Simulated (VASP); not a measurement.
Input of a VASP 6.6.1 run:

Contents of INCAR:

```
PREC = Accurate ; ENCUT = 500
EDIFF = 1E-6 ; ISMEAR = 0
SIGMA = 0.1 ; LREAL = False
LASPH = True ; NELM = 120
ALGO = Normal ; ISIF = 2
LWAVE = False ; LCHARG = False
GGA = PE ; NBANDS = 12
GGA_COMPAT = False
```

File KPOINTS:

```
Automatic mesh
0
Gamma
  4 4 4
```

File POSCAR:

```
Hg
1.0
    2.2339762741     -2.0458582601      0.0000000000
    2.2339762741      2.0458582601      0.0000000000
   -0.3487351701      0.0000000000      3.0398006871
Hg
1
Direct
    0.5000000000      0.5000000000      0.5000000000
```

Potentials or basis: VASP PAW PBE potentials, release 64 (Hg).

The run is started by

```sh
$ cat potpaw_PBE.64/Hg/POTCAR > POTCAR
$ mpirun -np 1 vasp_std > vasp.out
```

What does it give for the band gap on the k mesh?

Zero (band 6 reaches 4.98 eV, above the bottom of band 7 at 0.10 eV).

What does it give for the pressure?

1.0 GPa.

Stress tensor (GPa, compression positive):
```
1.03 0.00 0.57
0.00 1.16 0.00
0.57 0.00 0.85
```

Caveat: the k points lie up to 0.52 Å⁻¹ apart; spin-orbit coupling is left out, which moves the levels of the heavy elements.
